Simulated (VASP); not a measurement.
# SiC (P6_3mc) in VASP: single point with PBE

Aim: the single point of SiC with PBE.

All numbers are computed with VASP 6.6.1; they aren't measurements. Logs are shortened: lines on timing, memory, paths and dates and some standing lists are left out, and cuts for length are marked.

## 1. The cell of the first run

Symmetry: P6_3mc, No. 186, hexagonal system. The conventional cell has a = 3.079 Å, b = 3.079 Å, c = 20.146 Å, α = 90.00°, β = 90.00°, γ = 120.00°. Within 2.5 Å of Si (site symmetry 3m) lie 4 C at 1.89 Å. Si (site symmetry 3m) has 4 C at 1.89 Å within 2.5 Å. Si (site symmetry 3m) has 4 C at 1.89 Å within 2.5 Å. Within 2.5 Å of Si (site symmetry 3m) lie 4 C at 1.88 to 1.89 Å. Within 2.5 Å of C (site symmetry 3m) lie 4 Si at 1.89 Å. C (site symmetry 3m) has 4 Si at 1.89 Å within 2.5 Å. C (site symmetry 3m) has 4 Si at 1.88 to 1.89 Å within 2.5 Å. C (site symmetry 3m) has 4 Si at 1.89 Å within 2.5 Å.

## 2. Single point, PBE

File INCAR:

```
ALGO = Normal
EDIFF = 1E-6
ENCUT = 520
GGA = PE
ISIF = 2
ISMEAR = -1
LASPH = T
LCHARG = T
LELF = T
LREAL = Auto
LVHAR = T
LWAVE = F
NBANDS = 46
NELM = 80
PREC = Accurate
SIGMA = 0.02
```

File KPOINTS:

```
k-points
0
Gamma
  10 10 2
```

File POSCAR:

```
SiC
1.0
    3.0790000000      0.0000000000      0.0000000000
   -1.5395000000      2.6664922183      0.0000000000
    0.0000000000      0.0000000000     20.1460000000
Si C
8 8
Direct
    0.3333333333      0.6666666667      0.2501057633
    0.6666666667      0.3333333333      0.7501057633
    0.3333333333      0.6666666667      0.6250022525
    0.6666666667      0.3333333333      0.1250022525
    0.0000000000      0.0000000000      0.0000978166
    0.0000000000      0.0000000000      0.5000978166
    0.3333333333      0.6666666667      0.8751755900
    0.6666666667      0.3333333333      0.3751755900
    0.3333333333      0.6666666667      0.9689114651
    0.6666666667      0.3333333333      0.4689114651
    0.0000000000      0.0000000000      0.0938682979
    0.0000000000      0.0000000000      0.5938682979
    0.3333333333      0.6666666667      0.3441204749
    0.6666666667      0.3333333333      0.8441204749
    0.3333333333      0.6666666667      0.7187183397
    0.6666666667      0.3333333333      0.2187183397
```

Potentials or basis: VASP PAW PBE potentials, release 64 (Si, C).

On the command line:

```sh
$ cat potpaw_PBE.64/Si/POTCAR potpaw_PBE.64/C/POTCAR > POTCAR
$ mpirun -np 1 vasp_std > vasp.out
```

OUTCAR:

```text
EDIFF = 1E-6
   ENCUT = 520
   GGA = PE
   ISIF = 2
   ISMEAR = -1
   LASPH = T
   LREAL = Auto
   NELM = 80
   PREC = Accurate

 ion  position               nearest neighbor table
   1  0.333  0.667  0.250-  16 1.89  16 1.89  16 1.89  13 1.89   8 3.08   8 3.08   8 3.08   4 3.08
                             4 3.08   4 3.08
   2  0.667  0.333  0.750-  15 1.89  15 1.89  15 1.89  14 1.89   7 3.08   7 3.08   7 3.08   3 3.08
                             3 3.08   3 3.08
   3  0.333  0.667  0.625-  12 1.89  12 1.89  12 1.89  15 1.89   6 3.08   6 3.08   6 3.08   2 3.08
                             2 3.08   2 3.08
   4  0.667  0.333  0.125-  11 1.89  11 1.89  11 1.89  16 1.89   5 3.08   5 3.08   5 3.08   1 3.08
                             1 3.08   1 3.08
   5  0.000  0.000  0.000-   9 1.89   9 1.89   9 1.89  11 1.89   4 3.08   4 3.08   4 3.08   7 3.08
                             7 3.08   7 3.08
   6  0.000  0.000  0.500-  10 1.89  10 1.89  10 1.89  12 1.89   3 3.08   3 3.08   3 3.08   8 3.08
                             8 3.08   8 3.08
   7  0.333  0.667  0.875-  14 1.88  14 1.88  14 1.88   9 1.89   5 3.08   5 3.08   5 3.08   2 3.08
                             2 3.08   2 3.08
   8  0.667  0.333  0.375-  13 1.88  13 1.88  13 1.88  10 1.89   6 3.08   6 3.08   6 3.08   1 3.08
                             1 3.08   1 3.08
   9  0.333  0.667  0.969-   5 1.89   5 1.89   5 1.89   7 1.89
  10  0.667  0.333  0.469-   6 1.89   6 1.89   6 1.89   8 1.89
  11  0.000  0.000  0.094-   4 1.89   4 1.89   4 1.89   5 1.89
  12  0.000  0.000  0.594-   3 1.89   3 1.89   3 1.89   6 1.89
  13  0.333  0.667  0.344-   8 1.88   8 1.88   8 1.88   1 1.89
  14  0.667  0.333  0.844-   7 1.88   7 1.88   7 1.88   2 1.89
  15  0.333  0.667  0.719-   2 1.89   2 1.89   2 1.89   3 1.89
  16  0.667  0.333  0.219-   1 1.89   1 1.89   1 1.89   4 1.89

  LATTYP: Found a hexagonal cell.
 ALAT       =     3.0790000000
 C/A-ratio  =     6.5430334524

  Lattice vectors:

 A1 = (   3.0790000000,   0.0000000000,   0.0000000000)
 A2 = (  -1.5395000000,   2.6664922183,   0.0000000000)
 A3 = (   0.0000000000,   0.0000000000,  20.1460000000)

Analysis of symmetry for initial positions (statically):
=====================================================================
 Subroutine PRICEL returns:
 Original cell was already a primitive cell.

 Routine SETGRP: Setting up the symmetry group for a
 hexagonal supercell.

 Subroutine GETGRP returns: Found 12 space group operations
 (whereof  6 operations were pure point group operations)
 out of a pool of 24 trial point group operations.

The static configuration has the point symmetry C_3v.
 The point group associated with its full space group is C_6v.

Analysis of symmetry for dynamics (positions and initial velocities):
=====================================================================
 Subroutine PRICEL returns:
 Original cell was already a primitive cell.

 Routine SETGRP: Setting up the symmetry group for a
 hexagonal supercell.

 Subroutine GETGRP returns: Found 12 space group operations
 (whereof  6 operations were pure point group operations)
 out of a pool of 24 trial point group operations.

The dynamic configuration has the point symmetry C_3v.
 The point group associated with its full space group is C_6v.

 Subroutine INISYM returns: Found 12 space group operations
 (whereof  6 operations are pure point group operations),
 and found     1 'primitive' translations

----------------------------------------------------------------------------------------

                                     Primitive cell

  volume of cell :     165.4013

  direct lattice vectors                    reciprocal lattice vectors
     3.079000000  0.000000000  0.000000000     0.324780773  0.187512267  0.000000000
    -1.539500000  2.666492218  0.000000000     0.000000000  0.375024533  0.000000000
     0.000000000  0.000000000 20.146000000     0.000000000  0.000000000  0.049637645

  length of vectors
     3.079000000  3.079000000 20.146000000     0.375024533  0.375024533  0.049637645

  position of ions in fractional coordinates (direct lattice)
     0.333333333  0.666666667  0.250105763
     0.666666667  0.333333333  0.750105763
     0.333333333  0.666666667  0.625002253
     0.666666667  0.333333333  0.125002253
     0.000000000  0.000000000  0.000097817
     0.000000000  0.000000000  0.500097817
[... 8 lines left out ...]
     0.333333333  0.666666667  0.718718340
     0.666666667  0.333333333  0.218718340

  ion indices of the primitive-cell ions
   primitive index   ion index
                 1           1
                 2           2
                 3           3
                 4           4
                 5           5
                 6           6
[... 8 lines left out ...]
                15          15
                16          16

----------------------------------------------------------------------------------------

 KPOINTS: k-points

Automatic generation of k-mesh.
 Grid dimensions read from file:
 generate k-points for:   10   10    2

 Generating k-lattice:

  Cartesian coordinates                     Fractional coordinates (reciprocal lattice)
     0.032478077  0.018751227  0.000000000     0.100000000 -0.000000000  0.000000000
     0.000000000  0.037502453  0.000000000     0.000000000  0.100000000  0.000000000
     0.000000000  0.000000000  0.024818823     0.000000000  0.000000000  0.500000000

  Length of vectors
     0.037502453  0.037502453  0.024818823

  Shift w.r.t. Gamma in fractional coordinates (k-lattice)
     0.000000000  0.000000000  0.000000000

 Subroutine IBZKPT returns following result:
 ===========================================

 Found     28 irreducible k-points:

 Following reciprocal coordinates:
            Coordinates               Weight
  0.000000  0.000000  0.000000      1.000000
  0.100000  0.000000  0.000000      6.000000
  0.200000  0.000000  0.000000      6.000000
  0.300000  0.000000  0.000000      6.000000
  0.400000  0.000000  0.000000      6.000000
  0.500000  0.000000  0.000000      3.000000
[... 16 lines left out ...]
  0.300000  0.100000  0.500000     12.000000
  0.400000  0.100000  0.500000     12.000000
 [... further k-points ...]
   k-points           NKPTS =     28   k-points in BZ     NKDIM =     28   number of bands    NBANDS=     46
   number of dos      NEDOS =    301   number of ions     NIONS =     16
   total plane-waves  NPLWV =  86400
   dimension x,y,z NGX =    24 NGY =   24 NGZ =  150
   dimension x,y,z NGXF=    48 NGYF=   48 NGZF=  300
   ions per type =               8   8
   NGX,Y,Z   is equivalent  to a cutoff of  12.96, 12.96, 12.38 a.u.
   NGXF,Y,Z  is equivalent  to a cutoff of  25.92, 25.92, 24.76 a.u.
 SYSTEM =  unknown system
   PREC   = accura    normal or accurate (medium, high low for compatibility)
   ISTART =      0    job   : 0-new  1-cont  2-samecut
   ICHARG =      2    charge: 1-file 2-atom 10-const
   ISPIN  =      1    spin polarized calculation?
   LNONCOLLINEAR =      F non collinear calculations
   LSORBIT =      F    spin-orbit coupling
   LASPH  =      T    aspherical Exc in radial PAW
   ENCUT  =  520.0 eV  38.22 Ry    6.18 a.u.   5.72  5.72 37.46*2*pi/ulx,y,z
   NELM   =     80;   NELMIN=  2; NELMDL= -5     # of ELM steps
   EDIFF  = 0.1E-05   stopping-criterion for ELM
   LREAL  =      T    real-space projection
   EDIFFG = 0.1E-04   stopping-criterion for IOM
   NSW    =      0    number of steps for IOM
   IBRION =     -1    ionic relax: 0-MD 1-quasi-New 2-CG
   NFREE  =      0    steps in history (QN), initial steepest desc. (CG)
   ISIF   =      2    stress and relaxation
   ISYM   =      2    0-nonsym 1-usesym 2-fastsym
   POTIM  = 0.5000    time-step for ionic-motion
   TEBEG  =    0.0;   TEEND  =   0.0 temperature during run
   PSTRESS=    0.0 pullay stress
   NELECT =      64.0000    total number of electrons
   NUPDOWN=      -1.0000    fix difference up-down
   EMIN   =  10.00;   EMAX   =-10.00  energy-range for DOS
   EFERMI =   0.00;   METHOD = LEGACY
   ISMEAR =    -1;   SIGMA  =   0.02  broadening in eV -4-tet -1-fermi 0-gaus
   EFERMI_NEDOS =   21; number of points for ismear=-14 and -15
   IALGO  =     38    algorithm
   IMIX   =      4    mixing-type and parameters
     AMIX     =   0.40;   BMIX     =  1.00
     AMIX_MAG =   1.60;   BMIX_MAG =  1.00
  volume/ion in A,a.u.               =      10.34        69.76
  Fermi-wavevector in a.u.,A,eV,Ry     =   1.192949  2.254347 19.362823  1.423127
  Thomas-Fermi vector in A             =   2.328975
   LORBIT       =      0    0 simple, 1 ext, 2 COOP (PROOUT), +10 PAW based schemes
   GGA     = PE    functional components
   LHFCALC =     F    Hartree Fock is set to
   AEXX    =    0.0000 exact exchange contribution
   IVDW    =     0    specifies the selected vdW correction
   LEPSILON=     F    determine dielectric tensor
   LRPA    =     F    only Hartree local field effects (RPA)
 non-spin polarized calculation
  energy-cutoff  :      520.00
  volume of cell :      165.40
 maximum number of plane-waves:      4492
 NGX is ok and might be reduce to    24
   NGX = 11   NGY = 11   NGZ = 75

 number of electron      63.9999998 magnetization

 Free energy of the ion-electron system (eV)
  ---------------------------------------------------
  ext. energy  EPLUGINS =         0.00000000
  ---------------------------------------------------
  free energy    TOTEN  =      -120.47572422 eV

  energy without entropy =     -120.47572422  energy(sigma->0) =     -120.47572422

 E-fermi :   8.5650     XC(G=0): -11.3585

 val. band max:        8.1523504917   @ k =   0.0000   0.0000   0.0000
 cond. band min:       9.9205865583   @ k =   0.5000   0.0000   0.0000
 fundamental gap:      1.7682360666
 Fermi energy:         8.5650311518

 k-point     1 :       0.0000    0.0000    0.0000
  band No.  band energies     occupation
      1      -7.2997      2.00000
      2      -7.0139      2.00000
      3      -6.9755      2.00000
      4      -6.1124      2.00000
      5      -6.0951      2.00000
      6      -4.7645      2.00000
[... 36 lines left out ...]
     43      15.1667      0.00000
     44      15.1667      0.00000
[... 1040 lines left out ...]
      4      -3.5724      2.00000
      5      -2.9257      2.00000
      6      -2.9257      2.00000
[... 36 lines left out ...]
     43      14.7068      0.00000
     44      14.7068      0.00000

 [... further k-points ...]

 [bands above 44 left out]

------------------------ aborting loop because EDIFF is reached ----------------------------------------

  FORCE on cell =-STRESS in cart. coord.  units (eV):
  Direction    XX          YY          ZZ          XY          YZ          ZX
  --------------------------------------------------------------------------------------
  -------------------------------------------------------------------------------------
  Total        3.5866443      3.5866443      3.2447430      0.0000000      0.0000000      0.0000000
  in kB       34.7424188     34.7424188     31.4305548      0.0000000      0.0000000      0.0000000
  external PRESSURE =      33.6384641 kB  Pullay stress =       0.0000000 kB

 VOLUME and BASIS-vectors are now :
 -----------------------------------------------------------------------------
  energy-cutoff  :      520.00
  volume of cell :      165.40
      direct lattice vectors                 reciprocal lattice vectors
     3.079000000  0.000000000  0.000000000     0.324780773  0.187512267  0.000000000
    -1.539500000  2.666492218  0.000000000     0.000000000  0.375024533  0.000000000
     0.000000000  0.000000000 20.146000000     0.000000000  0.000000000  0.049637645

 POSITION                                       TOTAL-FORCE (eV/Angst)
 -----------------------------------------------------------------------------------
     -0.00000      1.77766      5.03863        -0.000000     -0.000000      0.003365
      1.53950      0.88883     15.11163         0.000000      0.000000      0.003365
     -0.00000      1.77766     12.59130         0.000000     -0.000000     -0.000899
      1.53950      0.88883      2.51830         0.000000     -0.000000     -0.000899
      0.00000      0.00000      0.00197         0.000000     -0.000000      0.002605
      0.00000      0.00000     10.07497        -0.000000     -0.000000      0.002605
[... 8 lines left out ...]
     -0.00000      1.77766     14.47930         0.000000     -0.000000      0.010988
      1.53950      0.88883      4.40630        -0.000000     -0.000000      0.010988
 -----------------------------------------------------------------------------------
    total drift:                                0.000000      0.000000     -0.000639

  FREE ENERGIE OF THE ION-ELECTRON SYSTEM (eV)
  ---------------------------------------------------
  free  energy   TOTEN  =      -120.4757242167 eV

  energy  without entropy=     -120.4757242167  energy(sigma->0) =     -120.47572422
```

Run time: 8.2 min. Hardware: 1 thread of Intel Xeon 8259CL, shared host; peak memory 0.34 GiB.

What came out:

```
Free energy            : -120.4757 eV
Pressure               : 3.4 GPa
Largest force          : 0.017 eV/Å
Band gap on the k mesh : 1.77 eV (least direct gap 2.86 eV)
```

Forces on the atoms (eV/Å):
```
Si   0.000  0.000  0.003
Si   0.000  0.000  0.003
Si   0.000  0.000 -0.001
Si   0.000  0.000 -0.001
Si   0.000  0.000  0.003
Si   0.000  0.000  0.003
Si   0.000  0.000  0.009
Si   0.000  0.000  0.009
C    0.000  0.000 -0.004
C    0.000  0.000 -0.004
C    0.000  0.000 -0.003
C    0.000  0.000 -0.003
C    0.000  0.000 -0.017
C    0.000  0.000 -0.017
C    0.000  0.000  0.011
C    0.000  0.000  0.011
```

Caveat: the cell stands under pressure. A k mesh can miss the band edges.
